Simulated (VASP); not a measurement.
# CdTe (F-43m) in VASP: density of states with PBE

Aim: the density of states of CdTe with PBE.

All numbers are computed with VASP 6.6.1; they aren't measurements. Logs are shortened: lines on timing, memory, paths and dates and some standing lists are left out, and cuts for length are marked.

### 1 The cell of the first run

It takes space group F-43m (No. 216, cubic). Conventional cell: a = 6.428 Å, b = 6.428 Å, c = 6.428 Å, α = 90.00°, β = 90.00°, γ = 90.00°. Cd (site symmetry -43m) has 4 Te at 2.78 Å within 3.7 Å. Te (site symmetry -43m) has 4 Cd at 2.78 Å within 3.7 Å.

### 2 Density of states, PBE

The input, POSCAR:

```
CdTe
1.0
    0.0000000000      3.2141470000      3.2141470000
    3.2141470000      0.0000000000      3.2141470000
    3.2141470000      3.2141470000      0.0000000000
Cd Te
1 1
Direct
    0.0000000000      0.0000000000      0.0000000000
    0.2500000000      0.2500000000      0.2500000000
```

The input, INCAR.step1:

```
PREC = Accurate ; ENCUT = 520
EDIFF = 1E-6 ; ISMEAR = 1
SIGMA = 0.1322 ; LREAL = F
LASPH = T ; NELM = 100
ALGO = Normal ; ISIF = 2
LWAVE = F ; LCHARG = T
GGA = PE ; NBANDS = 16
```

The input, KPOINTS.step1:

```
regular mesh
0
Gamma
  7 7 7
```

The input, INCAR.step2:

```
PREC = Accurate ; ENCUT = 520
EDIFF = 1E-6 ; ISMEAR = -5
SIGMA = 0.1322 ; LREAL = F
LASPH = T ; NELM = 100
ALGO = Normal ; ISIF = 2
LWAVE = F ; LCHARG = F
GGA = PE ; LORBIT = 11
NBANDS = 16 ; NEDOS = 2001
ICHARG = 11
```

The input, KPOINTS.step2:

```
regular mesh
0
Gamma
  11 11 11
```

Potentials or basis: VASP PAW PBE potentials, release 64 (Cd, Te).

On the command line:

```sh
> cat potpaw_PBE.64/Cd/POTCAR potpaw_PBE.64/Te/POTCAR > POTCAR
> cp INCAR.step1 INCAR
> cp KPOINTS.step1 KPOINTS
> mpirun -np 1 vasp_std > vasp.out
> cp INCAR.step2 INCAR
> cp KPOINTS.step2 KPOINTS
> mpirun -np 1 vasp_std > vasp.out
```

OUTCAR:

```text
PREC = Accurate
   ENCUT = 520
   EDIFF = 1E-6
   ISMEAR = -5
   LREAL = F
   LASPH = T
   NELM = 100
   ISIF = 2
   GGA = PE
   LORBIT = 11
   ICHARG = 11

 ion  position               nearest neighbor table
   1  0.000  0.000  0.000-   2 2.78   2 2.78   2 2.78   2 2.78
   2  0.250  0.250  0.250-   1 2.78   1 2.78   1 2.78   1 2.78

  LATTYP: Found a face centered cubic cell.
 ALAT       =     6.4282940000

  Lattice vectors:

 A1 = (   0.0000000000,   3.2141470000,   3.2141470000)
 A2 = (   3.2141470000,   0.0000000000,   3.2141470000)
 A3 = (   3.2141470000,   3.2141470000,   0.0000000000)

Analysis of symmetry for initial positions (statically):
=====================================================================
 Subroutine PRICEL returns:
 Original cell was already a primitive cell.

 Routine SETGRP: Setting up the symmetry group for a
 face centered cubic supercell.

 Subroutine GETGRP returns: Found 24 space group operations
 (whereof 24 operations were pure point group operations)
 out of a pool of 48 trial point group operations.

The static configuration has the point symmetry T_d .

Analysis of symmetry for dynamics (positions and initial velocities):
=====================================================================
 Subroutine PRICEL returns:
 Original cell was already a primitive cell.

 Routine SETGRP: Setting up the symmetry group for a
 face centered cubic supercell.

 Subroutine GETGRP returns: Found 24 space group operations
 (whereof 24 operations were pure point group operations)
 out of a pool of 48 trial point group operations.

The dynamic configuration has the point symmetry T_d .

 Subroutine INISYM returns: Found 24 space group operations
 (whereof 24 operations are pure point group operations),
 and found     1 'primitive' translations

----------------------------------------------------------------------------------------

                                     Primitive cell

  volume of cell :      66.4090

  direct lattice vectors                    reciprocal lattice vectors
     0.000000000  3.214147000  3.214147000    -0.155562269  0.155562269  0.155562269
     3.214147000  0.000000000  3.214147000     0.155562269 -0.155562269  0.155562269
     3.214147000  3.214147000  0.000000000     0.155562269  0.155562269 -0.155562269

  length of vectors
     4.545490279  4.545490279  4.545490279     0.269441754  0.269441754  0.269441754

  position of ions in fractional coordinates (direct lattice)
     0.000000000  0.000000000  0.000000000
     0.250000000  0.250000000  0.250000000

  ion indices of the primitive-cell ions
   primitive index   ion index
                 1           1
                 2           2

----------------------------------------------------------------------------------------

 KPOINTS: regular mesh

Automatic generation of k-mesh.
 Grid dimensions read from file:
 generate k-points for:   11   11   11

 Generating k-lattice:

  Cartesian coordinates                     Fractional coordinates (reciprocal lattice)
    -0.014142024  0.014142024  0.014142024     0.090909091  0.000000000  0.000000000
     0.014142024 -0.014142024  0.014142024     0.000000000  0.090909091  0.000000000
     0.014142024  0.014142024 -0.014142024     0.000000000  0.000000000  0.090909091

  Length of vectors
     0.024494705  0.024494705  0.024494705

  Shift w.r.t. Gamma in fractional coordinates (k-lattice)
     0.000000000  0.000000000  0.000000000

 TETIRR: Found    201 inequivalent tetrahedra from     7986

 Subroutine IBZKPT returns following result:
 ===========================================

 Found     56 irreducible k-points:

 Following reciprocal coordinates:
            Coordinates               Weight
  0.000000  0.000000  0.000000      1.000000
  0.090909  0.000000  0.000000      8.000000
  0.181818  0.000000  0.000000      8.000000
  0.272727  0.000000  0.000000      8.000000
  0.363636  0.000000  0.000000      8.000000
  0.454545  0.000000  0.000000      8.000000
[... 16 lines left out ...]
 -0.272727  0.181818  0.000000     24.000000
 -0.181818  0.181818  0.000000     12.000000
 [... further k-points ...]
   k-points           NKPTS =     56   k-points in BZ     NKDIM =     56   number of bands    NBANDS=     16
   number of dos      NEDOS =   2001   number of ions     NIONS =      2
   total plane-waves  NPLWV =  46656
   dimension x,y,z NGX =    36 NGY =   36 NGZ =   36
   dimension x,y,z NGXF=    72 NGYF=   72 NGZF=   72
   ions per type =               1   1
   NGX,Y,Z   is equivalent  to a cutoff of  13.17, 13.17, 13.17 a.u.
   NGXF,Y,Z  is equivalent  to a cutoff of  26.33, 26.33, 26.33 a.u.
 SYSTEM =  unknown system
   PREC   = accura    normal or accurate (medium, high low for compatibility)
   ISTART =      0    job   : 0-new  1-cont  2-samecut
   ICHARG =     11    charge: 1-file 2-atom 10-const
   ISPIN  =      1    spin polarized calculation?
   LNONCOLLINEAR =      F non collinear calculations
   LSORBIT =      F    spin-orbit coupling
   LASPH  =      T    aspherical Exc in radial PAW
   ENCUT  =  520.0 eV  38.22 Ry    6.18 a.u.   8.45  8.45  8.45*2*pi/ulx,y,z
   NELM   =    100;   NELMIN=  2; NELMDL=  0     # of ELM steps
   EDIFF  = 0.1E-05   stopping-criterion for ELM
   LREAL  =      F    real-space projection
   EDIFFG = 0.1E-04   stopping-criterion for IOM
   NSW    =      0    number of steps for IOM
   IBRION =     -1    ionic relax: 0-MD 1-quasi-New 2-CG
   NFREE  =      0    steps in history (QN), initial steepest desc. (CG)
   ISIF   =      2    stress and relaxation
   ISYM   =      2    0-nonsym 1-usesym 2-fastsym
   POTIM  = 0.5000    time-step for ionic-motion
   TEBEG  =    0.0;   TEEND  =   0.0 temperature during run
   PSTRESS=    0.0 pullay stress
   NELECT =      18.0000    total number of electrons
   NUPDOWN=      -1.0000    fix difference up-down
   EMIN   =  10.00;   EMAX   =-10.00  energy-range for DOS
   EFERMI =   0.00;   METHOD = LEGACY
   ISMEAR =    -5;   SIGMA  =   0.13  broadening in eV -4-tet -1-fermi 0-gaus
   EFERMI_NEDOS =   21; number of points for ismear=-14 and -15
   IALGO  =     38    algorithm
   IMIX   =      4    mixing-type and parameters
     AMIX     =   0.40;   BMIX     =  1.00
     AMIX_MAG =   1.60;   BMIX_MAG =  1.00
  volume/ion in A,a.u.               =      33.20       224.08
  Fermi-wavevector in a.u.,A,eV,Ry     =   1.059473  2.002114 15.272312  1.122483
  Thomas-Fermi vector in A             =   2.194820
   LORBIT       =     11    0 simple, 1 ext, 2 COOP (PROOUT), +10 PAW based schemes
   GGA     = PE    functional components
   LHFCALC =     F    Hartree Fock is set to
   AEXX    =    0.0000 exact exchange contribution
   IVDW    =     0    specifies the selected vdW correction
   LEPSILON=     F    determine dielectric tensor
   LRPA    =     F    only Hartree local field effects (RPA)
 non-spin polarized calculation
 Fermi weights with tetrahedron method with Bloechl corrections
  energy-cutoff  :      520.00
  volume of cell :       66.41
 maximum number of plane-waves:      1810
 NGX is ok and might be reduce to    36

 number of electron      17.9999994 magnetization

 Free energy of the ion-electron system (eV)
  ---------------------------------------------------
  ext. energy  EPLUGINS =         0.00000000
  ---------------------------------------------------
  free energy    TOTEN  =        -4.74245396 eV

  energy without entropy =       -4.74245396  energy(sigma->0) =       -4.74245396

 E-fermi :   2.5870     XC(G=0):  -8.6935

 val. band max:        2.5741629980   @ k =   0.0000   0.0000   0.0000
 cond. band min:       3.4207908051   @ k =   0.0000   0.0000   0.0000
 fundamental gap:      0.8466278071
 Fermi energy:         2.5869720635

 k-point     1 :       0.0000    0.0000    0.0000
  band No.  band energies     occupation
      1      -8.7423      2.00000
      2      -5.8015      2.00000
      3      -5.8015      2.00000
      4      -5.8015      2.00000
      5      -5.5204      2.00000
      6      -5.5204      2.00000
[... 8 lines left out ...]
     15      11.9743      0.00000
     16      11.9743      0.00000

 k-point     2 :       0.0909    0.0000    0.0000
  band No.  band energies     occupation
      1      -8.7089      2.00000
      2      -5.7950      2.00000
      3      -5.7950      2.00000
      4      -5.7773      2.00000
      5      -5.5211      2.00000
      6      -5.5211      2.00000
[... 8 lines left out ...]
     15      11.4433      0.00000
     16      11.4433      0.00000

 k-point     3 :       0.1818    0.0000    0.0000
  band No.  band energies     occupation
      1      -8.6189      2.00000
      2      -5.7783      2.00000
      3      -5.7783      2.00000
      4      -5.6983      2.00000
      5      -5.5218      2.00000
      6      -5.5218      2.00000
[... 8 lines left out ...]
     15      11.0233      0.00000
     16      11.0610      0.00000

 k-point     4 :       0.2727    0.0000    0.0000
  band No.  band energies     occupation
      1      -8.5009      2.00000
      2      -5.7583      2.00000
      3      -5.7583      2.00000
      4      -5.5526      2.00000
      5      -5.5204      2.00000
      6      -5.5204      2.00000
[... 8 lines left out ...]
     15      11.1130      0.00000
     16      11.1130      0.00000
[... 324 lines left out ...]
 k-point    22 :      -0.3636    0.1818    0.0000
  band No.  band energies     occupation
      1      -8.2959      2.00000
      2      -5.7155      2.00000
      3      -5.7109      2.00000
      4      -5.5264      2.00000
      5      -5.5213      2.00000
      6      -5.1397      2.00000
[... 8 lines left out ...]
     15      11.5793      0.00000
     16      12.7489      0.00000

 k-point    23 :      -0.2727    0.1818    0.0000
  band No.  band energies     occupation
      1      -8.3647      2.00000
      2      -5.7289      2.00000
      3      -5.7222      2.00000
      4      -5.5296      2.00000
      5      -5.5274      2.00000
      6      -5.3180      2.00000
[... 8 lines left out ...]
     15      12.1772      0.00000
     16      13.3725      0.00000

 k-point    24 :      -0.1818    0.1818    0.0000
  band No.  band energies     occupation
      1      -8.4622      2.00000
      2      -5.7513      2.00000
      3      -5.7368      2.00000
      4      -5.5537      2.00000
      5      -5.5317      2.00000
      6      -5.4742      2.00000
[... 8 lines left out ...]
     15      11.8854      0.00000
     16      12.6353      0.00000

 [... further k-points ...]
[... 5 lines left out ...]
  --------------------------------------------------------------------------------------
  -------------------------------------------------------------------------------------
  Total        1.6229094      1.6229094      1.6229094      0.0000000      0.0000000      0.0000000
  in kB       39.1541372     39.1541372     39.1541372      0.0000000      0.0000000      0.0000000
  external PRESSURE =      39.1541372 kB  Pullay stress =       0.0000000 kB

 VOLUME and BASIS-vectors are now :
 -----------------------------------------------------------------------------
  energy-cutoff  :      520.00
  volume of cell :       66.41
      direct lattice vectors                 reciprocal lattice vectors
     0.000000000  3.214147000  3.214147000    -0.155562269  0.155562269  0.155562269
     3.214147000  0.000000000  3.214147000     0.155562269 -0.155562269  0.155562269
     3.214147000  3.214147000  0.000000000     0.155562269  0.155562269 -0.155562269

 POSITION                                       TOTAL-FORCE (eV/Angst)
 -----------------------------------------------------------------------------------
      0.00000      0.00000      0.00000        -0.000000      0.000000      0.000000
      1.60707      1.60707      1.60707         0.000000     -0.000000     -0.000000
 -----------------------------------------------------------------------------------
    total drift:                               -0.000000     -0.000000     -0.000000

  FREE ENERGIE OF THE ION-ELECTRON SYSTEM (eV)
  ---------------------------------------------------
  free  energy   TOTEN  =        -4.7424539647 eV

  energy  without entropy=       -4.7424539647  energy(sigma->0) =       -4.74245396

 total charge

# of ion       s       p       d       tot
------------------------------------------
    1        0.475   0.332   9.530  10.338
    2        1.350   2.073   0.023   3.445
--------------------------------------------------
tot          1.825   2.405   9.553  13.783
```

It took 60 s on 1 thread of Intel Xeon 8259CL, shared host; peak memory 0.23 GiB.

What came out:

```yaml
Valence_electrons_inside_the_program's_atomic_spheres: Cd 10.34; Te 3.44
```

Caveat: spin-orbit coupling is left out, which moves the levels of the heavy elements.
